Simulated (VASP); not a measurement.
# WSe2 (P6_3/mmc) in VASP: notebook, part 2 of 2

VASP 6.6.1. The steps go on from the part before.

### Step 3. Single point, PBE (zz strain of -1 %)

INCAR

```
ALGO = Normal
EDIFF = 1E-7
ENCUT = 520
GGA = PE
ISIF = 2
ISMEAR = -1
LASPH = True
LCHARG = False
LREAL = False
LWAVE = False
NBANDS = 35
NELM = 100
PREC = Accurate
SIGMA = 0.08
```

KPOINTS

```
k-points
0
Gamma
  11 11 3
```

POSCAR

```
WSe2
1.0
    3.2899984505      0.0000000000      0.0000000000
   -1.6449992252      2.8492222365      0.0000000000
    0.0000000000      0.0000000000     12.8403000000
W Se
2 4
Direct
    0.3333333333      0.6666666667      0.2500000000
    0.6666666667      0.3333333333      0.7500000000
    0.3333333333      0.6666666667      0.6210000000
    0.6666666667      0.3333333333      0.1210000000
    0.3333333333      0.6666666667      0.8790000000
    0.6666666667      0.3333333333      0.3790000000
```

Potentials or basis: VASP PAW PBE potentials, release 64 (W_sv, Se).

Command:

```
cat potpaw_PBE.64/W_sv/POTCAR potpaw_PBE.64/Se/POTCAR > POTCAR
mpirun -np 1 vasp_std > vasp.out
```

OUTCAR:

```text
EDIFF = 1E-7
   ENCUT = 520
   GGA = PE
   ISIF = 2
   ISMEAR = -1
   LASPH = True
   LREAL = False
   NELM = 100
   PREC = Accurate

 ion  position               nearest neighbor table
   1  0.333  0.667  0.250-   4 2.52   6 2.52   4 2.52   6 2.52   4 2.52   6 2.52
   2  0.667  0.333  0.750-   3 2.52   5 2.52   3 2.52   5 2.52   3 2.52   5 2.52
   3  0.333  0.667  0.621-   2 2.52   2 2.52   2 2.52
   4  0.667  0.333  0.121-   1 2.52   1 2.52   1 2.52
   5  0.333  0.667  0.879-   2 2.52   2 2.52   2 2.52
   6  0.667  0.333  0.379-   1 2.52   1 2.52   1 2.52

  LATTYP: Found a hexagonal cell.
 ALAT       =     3.2899984505
 C/A-ratio  =     3.9028285858

  Lattice vectors:

 A1 = (   3.2899984505,   0.0000000000,   0.0000000000)
 A2 = (  -1.6449992252,   2.8492222365,   0.0000000000)
 A3 = (   0.0000000000,   0.0000000000,  12.8403000000)

Analysis of symmetry for initial positions (statically):
=====================================================================
 Subroutine PRICEL returns:
 Original cell was already a primitive cell.

 Routine SETGRP: Setting up the symmetry group for a
 hexagonal supercell.

 Subroutine GETGRP returns: Found 24 space group operations
 (whereof 12 operations were pure point group operations)
 out of a pool of 24 trial point group operations.

The static configuration has the point symmetry D_3d.
 The point group associated with its full space group is D_6h.

Analysis of symmetry for dynamics (positions and initial velocities):
=====================================================================
 Subroutine PRICEL returns:
 Original cell was already a primitive cell.

 Routine SETGRP: Setting up the symmetry group for a
 hexagonal supercell.

 Subroutine GETGRP returns: Found 24 space group operations
 (whereof 12 operations were pure point group operations)
 out of a pool of 24 trial point group operations.

The dynamic configuration has the point symmetry D_3d.
 The point group associated with its full space group is D_6h.

[... 127 lines left out ...]
  volume/ion in A,a.u.               =      20.06       135.38
  Fermi-wavevector in a.u.,A,eV,Ry     =   1.237590  2.338706 20.839087  1.531630
  Thomas-Fermi vector in A             =   2.372151
   LORBIT       =      0    0 simple, 1 ext, 2 COOP (PROOUT), +10 PAW based schemes
   GGA     = PE    functional components
   LHFCALC =     F    Hartree Fock is set to
   AEXX    =    0.0000 exact exchange contribution
   IVDW    =     0    specifies the selected vdW correction
   LEPSILON=     F    determine dielectric tensor
   LRPA    =     F    only Hartree local field effects (RPA)
 non-spin polarized calculation
  energy-cutoff  :      520.00
  volume of cell :      120.36
 maximum number of plane-waves:      3270
   NGX = 13   NGY = 13   NGZ = 47

 number of electron      51.9999985 magnetization

 Free energy of the ion-electron system (eV)
  ---------------------------------------------------
  ext. energy  EPLUGINS =         0.00000000
  ---------------------------------------------------
  free energy    TOTEN  =       -43.08146719 eV

  energy without entropy =      -43.08135472  energy(sigma->0) =      -43.08141095

 E-fermi :   6.8635     XC(G=0): -10.8051

 val. band max:        6.4577816338   @ k =   0.0000   0.0000   0.0000
 cond. band min:       7.3683605327   @ k =   0.1818   0.1818   0.0000
 fundamental gap:      0.9105788989
 Fermi energy:         6.8634994982

 k-point     1 :       0.0000    0.0000    0.0000
  band No.  band energies     occupation
      1     -67.9341      2.00000
      2     -67.9340      2.00000
      3     -32.1862      2.00000
      4     -32.1862      2.00000
      5     -32.0667      2.00000
      6     -32.0667      2.00000
[... 901 lines left out ...]
     34      10.2911      0.00000
     35      13.2194      0.00000

 [... further k-points ...]

------------------------ aborting loop because EDIFF is reached ----------------------------------------

  FORCE on cell =-STRESS in cart. coord.  units (eV):
  Direction    XX          YY          ZZ          XY          YZ          ZX
  --------------------------------------------------------------------------------------
  -------------------------------------------------------------------------------------
  Total        3.5735775      3.5735775      5.7843708      0.0000000     -0.0000000     -0.0000000
  in kB       47.5681872     47.5681872     76.9962398      0.0000000     -0.0000000     -0.0000000
  external PRESSURE =      57.3775380 kB  Pullay stress =       0.0000000 kB

 VOLUME and BASIS-vectors are now :
 -----------------------------------------------------------------------------
  energy-cutoff  :      520.00
  volume of cell :      120.36
      direct lattice vectors                 reciprocal lattice vectors
     3.289998451  0.000000000  0.000000000     0.303951511  0.175486487  0.000000000
    -1.644999225  2.849222237  0.000000000     0.000000000  0.350972973  0.000000000
     0.000000000  0.000000000 12.840300000     0.000000000  0.000000000  0.077879800

 POSITION                                       TOTAL-FORCE (eV/Angst)
 -----------------------------------------------------------------------------------
     -0.00000      1.89948      3.21007        -0.000000      0.000000     -0.000000
      1.64500      0.94974      9.63022         0.000000     -0.000000     -0.000000
     -0.00000      1.89948      7.97383        -0.000000      0.000000     -0.506344
      1.64500      0.94974      1.55368         0.000000     -0.000000     -0.506344
     -0.00000      1.89948     11.28662         0.000000      0.000000      0.506344
      1.64500      0.94974      4.86647         0.000000     -0.000000      0.506344
 -----------------------------------------------------------------------------------
    total drift:                               -0.000000      0.000000     -0.000000

  FREE ENERGIE OF THE ION-ELECTRON SYSTEM (eV)
  ---------------------------------------------------
  free  energy   TOTEN  =       -43.0814671877 eV

  energy  without entropy=      -43.0813547160  energy(sigma->0) =      -43.08141095
```

OSZICAR:

```text
N       E                     dE             d eps       ncg     rms          rms(c)
DAV:   1     0.506393125208E+03    0.50639E+03   -0.27708E+04  2472   0.145E+03
DAV:   2    -0.133115060798E+02   -0.51970E+03   -0.50239E+03  2647   0.395E+02
DAV:   3    -0.442860702009E+02   -0.30975E+02   -0.30403E+02  2732   0.906E+01
DAV:   4    -0.449430114157E+02   -0.65694E+00   -0.65366E+00  2685   0.134E+01
DAV:   5    -0.449508518549E+02   -0.78404E-02   -0.78346E-02  2719   0.164E+00    0.305E+01
DAV:   6    -0.434500244220E+02    0.15008E+01   -0.56853E+00  2511   0.158E+01    0.110E+01
DAV:   7    -0.432393548062E+02    0.21067E+00   -0.25697E+00  2370   0.776E+00    0.568E+00
DAV:   8    -0.430802888308E+02    0.15907E+00   -0.34734E-01  2490   0.411E+00    0.126E+00
DAV:   9    -0.430830176642E+02   -0.27288E-02   -0.54835E-02  2655   0.114E+00    0.882E-01
DAV:  10    -0.430814909691E+02    0.15267E-02   -0.12360E-02  2439   0.750E-01    0.132E-01
DAV:  11    -0.430815058397E+02   -0.14871E-04   -0.16361E-03  2437   0.261E-01    0.184E-01
DAV:  12    -0.430814634802E+02    0.42360E-04   -0.62090E-05  2618   0.521E-02    0.112E-01
DAV:  13    -0.430814662052E+02   -0.27250E-05   -0.72102E-05  2447   0.505E-02    0.105E-02
DAV:  14    -0.430814671096E+02   -0.90440E-06   -0.63392E-06  2788   0.128E-02    0.797E-03
DAV:  15    -0.430814671877E+02   -0.78106E-07   -0.55535E-07  2324   0.382E-03
   1 F= -.43081467E+02 E0= -.43081411E+02  d E =-.112472E-03
```

It took 1.9 min on 1 thread of AMD EPYC 7R13 (Zen 3), shared host; peak memory 0.25 GiB.

What came out:

```
Free energy            : -43.0815 eV
Pressure               : 5.7 GPa
Largest force          : 0.506 eV/Å
Band gap on the k mesh : 0.91 eV (least direct gap 1.71 eV)
```

Forces in eV/Å, atoms in the order of the input:
```
W    0.000  0.000  0.000
W    0.000  0.000  0.000
Se   0.000  0.000 -0.506
Se   0.000  0.000 -0.506
Se   0.000  0.000  0.506
Se   0.000  0.000  0.506
```

Levels at points of the mesh, in eV from the valence-band top:
```tsv
k point	band 24	band 25	band 26	band 27	band 28	band 29
(0.00, 0.00, 0.00)	-1.14	-1.04	0.00	2.57	2.57	2.62
```

Caveat: the cell differs from its parent crystal (zz strain of -1 %); the cell stands under pressure; spin-orbit coupling is left out, which moves the levels of the heavy elements; an odd mesh through Γ misses points on the zone boundary, where band edges can lie; this functional lacks dispersion, which binds the layers, so the pressure and a relaxed spacing across them are unreliable.
